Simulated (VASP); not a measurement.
# BN (Pnma) in VASP: single point with PBEsol

Aim: the single point of BN with PBEsol.

Everything below comes from runs of VASP 6.6.1. Logs are shortened: lines on timing, memory, paths and dates and some standing lists are left out, and cuts for length are marked.

## Step 1: The cell of the first run

Symmetry: Pnma, No. 62, orthorhombic system. The conventional cell has a = 4.880 Å, b = 2.591 Å, c = 4.292 Å, α = 90.00°, β = 90.00°, γ = 90.00°. Within 2.0 Å of B (site symmetry m) lie 4 N at 1.51 to 1.65 Å. N (site symmetry m) has 4 B at 1.51 to 1.65 Å within 2.0 Å.

## Step 2: Single point, PBEsol

Contents of INCAR:

```
  PREC = Accurate
  ENCUT = 520
  EDIFF = 1E-6
  ISMEAR = 0
  SIGMA = 0.01
  LREAL = F
  LASPH = T
  NELM = 80
  ALGO = Normal
  ISIF = 2
  LWAVE = F
  LCHARG = F
  GGA = PS
  NBANDS = 26
```

Contents of KPOINTS:

```
regular mesh
0
Gamma
  4 8 6
```

Contents of POSCAR:

```
BN
1.0
    4.8800900000      0.0000000000      0.0000000000
    0.0000000000      2.5914600000      0.0000000000
    0.0000000000      0.0000000000      4.2920500000
B N
4 4
Direct
    0.6595900000      0.7500000000      0.0929000000
    0.8404100000      0.2500000000      0.5929000000
    0.1595900000      0.7500000000      0.4071000000
    0.3404100000      0.2500000000      0.9071000000
    0.8211300000      0.7500000000      0.3935100000
    0.1788700000      0.2500000000      0.6064900000
    0.6788700000      0.2500000000      0.8935100000
    0.3211300000      0.7500000000      0.1064900000
```

Potentials or basis: VASP PAW PBE potentials, release 64 (B, N).

On the command line:

```bash
$ cat potpaw_PBE.64/B/POTCAR potpaw_PBE.64/N/POTCAR > POTCAR
$ mpirun -np 1 vasp_std > vasp.out
```

OUTCAR:

```text
PREC = Accurate
   ENCUT = 520
   EDIFF = 1E-6
   ISMEAR = 0
   LREAL = F
   LASPH = T
   NELM = 80
   ISIF = 2
   GGA = PS

 ion  position               nearest neighbor table
   1  0.660  0.750  0.093-   5 1.51   7 1.56   7 1.56   8 1.65
   2  0.840  0.250  0.593-   7 1.51   5 1.56   5 1.56   6 1.65
   3  0.160  0.750  0.407-   8 1.51   6 1.56   6 1.56   5 1.65
   4  0.340  0.250  0.907-   6 1.51   8 1.56   8 1.56   7 1.65
   5  0.821  0.750  0.394-   1 1.51   2 1.56   2 1.56   3 1.65
   6  0.179  0.250  0.606-   4 1.51   3 1.56   3 1.56   2 1.65
   7  0.679  0.250  0.894-   2 1.51   1 1.56   1 1.56   4 1.65
   8  0.321  0.750  0.106-   3 1.51   4 1.56   4 1.56   1 1.65

  LATTYP: Found a simple orthorhombic cell.
 ALAT       =     2.5914600000
 B/A-ratio  =     1.6562285353
 C/A-ratio  =     1.8831430931

  Lattice vectors:

 A1 = (   0.0000000000,   2.5914600000,   0.0000000000)
 A2 = (   0.0000000000,   0.0000000000,   4.2920500000)
 A3 = (   4.8800900000,   0.0000000000,   0.0000000000)

Analysis of symmetry for initial positions (statically):
=====================================================================
 Subroutine PRICEL returns:
 Original cell was already a primitive cell.

 Routine SETGRP: Setting up the symmetry group for a
 simple orthorhombic supercell.

 Subroutine GETGRP returns: Found  8 space group operations
 (whereof  2 operations were pure point group operations)
 out of a pool of  8 trial point group operations.

The static configuration has the point symmetry S_2 .
 The point group associated with its full space group is D_2h.

Analysis of symmetry for dynamics (positions and initial velocities):
=====================================================================
 Subroutine PRICEL returns:
 Original cell was already a primitive cell.

 Routine SETGRP: Setting up the symmetry group for a
 simple orthorhombic supercell.

 Subroutine GETGRP returns: Found  8 space group operations
 (whereof  2 operations were pure point group operations)
 out of a pool of  8 trial point group operations.

The dynamic configuration has the point symmetry S_2 .
 The point group associated with its full space group is D_2h.

 Subroutine INISYM returns: Found  8 space group operations
 (whereof  2 operations are pure point group operations),
 and found     1 'primitive' translations

----------------------------------------------------------------------------------------

                                     Primitive cell

  volume of cell :      54.2797

  direct lattice vectors                    reciprocal lattice vectors
     4.880090000  0.000000000  0.000000000     0.204914254  0.000000000  0.000000000
     0.000000000  2.591460000  0.000000000     0.000000000  0.385882861  0.000000000
     0.000000000  0.000000000  4.292050000     0.000000000  0.000000000  0.232988898

  length of vectors
     4.880090000  2.591460000  4.292050000     0.204914254  0.385882861  0.232988898

  position of ions in fractional coordinates (direct lattice)
     0.659590000  0.750000000  0.092900000
     0.840410000  0.250000000  0.592900000
     0.159590000  0.750000000  0.407100000
     0.340410000  0.250000000  0.907100000
     0.821130000  0.750000000  0.393510000
     0.178870000  0.250000000  0.606490000
     0.678870000  0.250000000  0.893510000
     0.321130000  0.750000000  0.106490000

  ion indices of the primitive-cell ions
   primitive index   ion index
                 1           1
                 2           2
                 3           3
                 4           4
                 5           5
                 6           6
                 7           7
                 8           8

----------------------------------------------------------------------------------------

 KPOINTS: regular mesh

Automatic generation of k-mesh.
 Grid dimensions read from file:
 generate k-points for:    4    8    6

 Generating k-lattice:

  Cartesian coordinates                     Fractional coordinates (reciprocal lattice)
     0.051228563  0.000000000  0.000000000     0.250000000  0.000000000  0.000000000
     0.000000000  0.048235358  0.000000000     0.000000000  0.125000000  0.000000000
     0.000000000  0.000000000  0.038831483     0.000000000  0.000000000  0.166666667

  Length of vectors
     0.051228563  0.048235358  0.038831483

  Shift w.r.t. Gamma in fractional coordinates (k-lattice)
     0.000000000  0.000000000  0.000000000

 Subroutine IBZKPT returns following result:
 ===========================================

 Found     60 irreducible k-points:

 Following reciprocal coordinates:
            Coordinates               Weight
  0.000000  0.000000  0.000000      1.000000
  0.250000  0.000000  0.000000      2.000000
  0.500000  0.000000  0.000000      1.000000
  0.000000  0.125000  0.000000      2.000000
  0.250000  0.125000  0.000000      4.000000
  0.500000  0.125000  0.000000      2.000000
[... 16 lines left out ...]
  0.250000  0.250000  0.166667      8.000000
  0.500000  0.250000  0.166667      4.000000
 [... further k-points ...]
   k-points           NKPTS =     60   k-points in BZ     NKDIM =     60   number of bands    NBANDS=     26
   number of dos      NEDOS =    301   number of ions     NIONS =      8
   total plane-waves  NPLWV =  23040
   dimension x,y,z NGX =    36 NGY =   20 NGZ =   32
   dimension x,y,z NGXF=    72 NGYF=   40 NGZF=   64
   ions per type =               4   4
   NGX,Y,Z   is equivalent  to a cutoff of  12.26, 12.83, 12.39 a.u.
   NGXF,Y,Z  is equivalent  to a cutoff of  24.53, 25.66, 24.79 a.u.
 SYSTEM =  unknown system
   PREC   = accura    normal or accurate (medium, high low for compatibility)
   ISTART =      0    job   : 0-new  1-cont  2-samecut
   ICHARG =      2    charge: 1-file 2-atom 10-const
   ISPIN  =      1    spin polarized calculation?
   LNONCOLLINEAR =      F non collinear calculations
   LSORBIT =      F    spin-orbit coupling
   LASPH  =      T    aspherical Exc in radial PAW
   ENCUT  =  520.0 eV  38.22 Ry    6.18 a.u.   9.07  4.82  7.98*2*pi/ulx,y,z
   NELM   =     80;   NELMIN=  2; NELMDL= -5     # of ELM steps
   EDIFF  = 0.1E-05   stopping-criterion for ELM
   LREAL  =      F    real-space projection
   EDIFFG = 0.1E-04   stopping-criterion for IOM
   NSW    =      0    number of steps for IOM
   IBRION =     -1    ionic relax: 0-MD 1-quasi-New 2-CG
   NFREE  =      0    steps in history (QN), initial steepest desc. (CG)
   ISIF   =      2    stress and relaxation
   ISYM   =      2    0-nonsym 1-usesym 2-fastsym
   POTIM  = 0.5000    time-step for ionic-motion
   TEBEG  =    0.0;   TEEND  =   0.0 temperature during run
   PSTRESS=    0.0 pullay stress
   NELECT =      32.0000    total number of electrons
   NUPDOWN=      -1.0000    fix difference up-down
   EMIN   =  10.00;   EMAX   =-10.00  energy-range for DOS
   EFERMI =   0.00;   METHOD = LEGACY
   ISMEAR =     0;   SIGMA  =   0.01  broadening in eV -4-tet -1-fermi 0-gaus
   EFERMI_NEDOS =   21; number of points for ismear=-14 and -15
   IALGO  =     38    algorithm
   IMIX   =      4    mixing-type and parameters
     AMIX     =   0.40;   BMIX     =  1.00
     AMIX_MAG =   1.60;   BMIX_MAG =  1.00
  volume/ion in A,a.u.               =       6.78        45.79
  Fermi-wavevector in a.u.,A,eV,Ry     =   1.372711  2.594048 25.637941  1.884336
  Thomas-Fermi vector in A             =   2.498293
   LORBIT       =      0    0 simple, 1 ext, 2 COOP (PROOUT), +10 PAW based schemes
   GGA     = PS    functional components
   LHFCALC =     F    Hartree Fock is set to
   AEXX    =    0.0000 exact exchange contribution
   IVDW    =     0    specifies the selected vdW correction
   LEPSILON=     F    determine dielectric tensor
   LRPA    =     F    only Hartree local field effects (RPA)
 non-spin polarized calculation
 Gauss-broadening in eV      SIGMA  =   0.01
  energy-cutoff  :      520.00
  volume of cell :       54.28
 maximum number of plane-waves:      1488
   NGX = 19   NGY =  9   NGZ = 15

 number of electron      32.0000000 magnetization

 Free energy of the ion-electron system (eV)
  ---------------------------------------------------
  ext. energy  EPLUGINS =         0.00000000
  ---------------------------------------------------
  free energy    TOTEN  =       -71.60028083 eV

  energy without entropy =      -71.60028083  energy(sigma->0) =      -71.60028083

 E-fermi :   5.6832     XC(G=0): -12.0273

 val. band max:        5.5631052001   @ k =   0.0000   0.0000   0.0000
 cond. band min:      11.1877281545   @ k =   0.2500   0.0000   0.3333
 fundamental gap:      5.6246229544
 Fermi energy:         5.6831705057

 k-point     1 :       0.0000    0.0000    0.0000
  band No.  band energies     occupation
      1     -14.0654      2.00000
      2     -11.4749      2.00000
      3     -10.4491      2.00000
      4      -8.6772      2.00000
      5      -3.2723      2.00000
      6      -2.6465      2.00000
[... 18 lines left out ...]
     25      17.0734      0.00000
     26      17.7790      0.00000

 k-point     2 :       0.2500    0.0000    0.0000
  band No.  band energies     occupation
      1     -13.8364      2.00000
      2     -12.2260      2.00000
      3      -9.8020      2.00000
      4      -8.7550      2.00000
      5      -3.4711      2.00000
      6      -3.4226      2.00000
[... 18 lines left out ...]
     25      15.6913      0.00000
     26      17.2865      0.00000

 k-point     3 :       0.5000    0.0000    0.0000
  band No.  band energies     occupation
      1     -13.1823      2.00000
      2     -13.1823      2.00000
      3      -9.1029      2.00000
      4      -9.1029      2.00000
      5      -3.7718      2.00000
      6      -3.7718      2.00000
[... 18 lines left out ...]
     25      16.9438      0.00000
     26      16.9438      0.00000

 k-point     4 :       0.0000    0.1250    0.0000
  band No.  band energies     occupation
      1     -13.8243      2.00000
      2     -11.2664      2.00000
      3     -10.2712      2.00000
      4      -8.5996      2.00000
      5      -3.1050      2.00000
      6      -2.6058      2.00000
[... 18 lines left out ...]
     25      17.2917      0.00000
     26      17.4016      0.00000

 k-point     5 :       0.2500    0.1250    0.0000
  band No.  band energies     occupation
      1     -13.5975      2.00000
      2     -12.0061      2.00000
      3      -9.6468      2.00000
      4      -8.6695      2.00000
      5      -3.2976      2.00000
      6      -3.2469      2.00000
[... 18 lines left out ...]
     25      16.5825      0.00000
     26      17.3766      0.00000

 k-point     6 :       0.5000    0.1250    0.0000
  band No.  band energies     occupation
      1     -12.9501      2.00000
      2     -12.9501      2.00000
      3      -8.9878      2.00000
      4      -8.9878      2.00000
      5      -3.5747      2.00000
      6      -3.5747      2.00000
[... 427 lines left out ...]
 k-point    21 :       0.5000    0.1250    0.1667
  band No.  band energies     occupation
      1     -12.8710      2.00000
      2     -12.8710      2.00000
      3      -9.2400      2.00000
      4      -9.2400      2.00000
      5      -3.2545      2.00000
      6      -3.2545      2.00000
[... 18 lines left out ...]
     25      17.5187      0.00000
     26      17.5187      0.00000

 k-point    22 :       0.0000    0.2500    0.1667
  band No.  band energies     occupation
      1     -12.9916      2.00000
      2     -10.9111      2.00000
      3      -9.6981      2.00000
      4      -8.6058      2.00000
      5      -3.2192      2.00000
      6      -2.6948      2.00000
[... 18 lines left out ...]
     25      17.6633      0.00000
     26      17.9843      0.00000

 k-point    23 :       0.2500    0.2500    0.1667
  band No.  band energies     occupation
      1     -12.7816      2.00000
      2     -11.4032      2.00000
      3      -9.4061      2.00000
      4      -8.6757      2.00000
      5      -3.1705      2.00000
      6      -2.7085      2.00000
[... 18 lines left out ...]
     25      17.9466      0.00000
     26      18.0233      0.00000

 k-point    24 :       0.5000    0.2500    0.1667
  band No.  band energies     occupation
      1     -12.1956      2.00000
      2     -12.1956      2.00000
      3      -8.9705      2.00000
      4      -8.9705      2.00000
      5      -2.9393      2.00000
      6      -2.9393      2.00000
[... 18 lines left out ...]
     25      18.4436      0.00000
     26      18.4459      0.00000

 [... further k-points ...]
[... 5 lines left out ...]
  --------------------------------------------------------------------------------------
  -------------------------------------------------------------------------------------
  Total       -1.5002123     -1.5692081     -1.3785735      0.0000000      0.0000000      0.0000000
  in kB      -44.2818935    -46.3184479    -40.6914724      0.0000000      0.0000000      0.0000000
  external PRESSURE =     -43.7639379 kB  Pullay stress =       0.0000000 kB

 VOLUME and BASIS-vectors are now :
 -----------------------------------------------------------------------------
  energy-cutoff  :      520.00
  volume of cell :       54.28
      direct lattice vectors                 reciprocal lattice vectors
     4.880090000  0.000000000  0.000000000     0.204914254  0.000000000  0.000000000
     0.000000000  2.591460000  0.000000000     0.000000000  0.385882861  0.000000000
     0.000000000  0.000000000  4.292050000     0.000000000  0.000000000  0.232988898

 POSITION                                       TOTAL-FORCE (eV/Angst)
 -----------------------------------------------------------------------------------
      3.21886      1.94360      0.39873        -0.006192      0.000000      0.000358
      4.10128      0.64787      2.54476         0.006192      0.000000      0.000358
      0.77881      1.94360      1.74729        -0.006192      0.000000     -0.000358
      1.66123      0.64787      3.89332         0.006192      0.000000     -0.000358
      4.00719      1.94360      1.68896         0.033463      0.000000     -0.052658
      0.87290      0.64787      2.60309        -0.033463     -0.000000      0.052658
      3.31295      0.64787      3.83499        -0.033463      0.000000     -0.052658
      1.56714      1.94360      0.45706         0.033463     -0.000000      0.052658
 -----------------------------------------------------------------------------------
    total drift:                                0.000000     -0.000000     -0.000000

  FREE ENERGIE OF THE ION-ELECTRON SYSTEM (eV)
  ---------------------------------------------------
  free  energy   TOTEN  =       -71.6002808317 eV

  energy  without entropy=      -71.6002808317  energy(sigma->0) =      -71.60028083
```

It took 26 s on 1 thread of Intel Xeon 6975P-C (Granite Rapids), shared host; peak memory 0.19 GiB.

What came out:

| Item | Value |
| --- | --- |
| Free energy | -71.6003 eV |
| Pressure | -4.4 GPa |
| Largest force | 0.062 eV/Å |
| Band gap on the k mesh | 5.62 eV, indirect (least direct gap 6.09 eV) |

Forces in eV/Å, atoms in the order of the input:
```
B   -0.006  0.000  0.000
B    0.006  0.000  0.000
B   -0.006  0.000  0.000
B    0.006  0.000  0.000
N    0.033  0.000 -0.053
N   -0.033  0.000  0.053
N   -0.033  0.000 -0.053
N    0.033  0.000  0.053
```

Caveat: the PAW data sets were made with another functional, which shifts forces and pressure a little. Expect the measured gap to be larger: semilocal functionals such as PBEsol lack the derivative discontinuity.
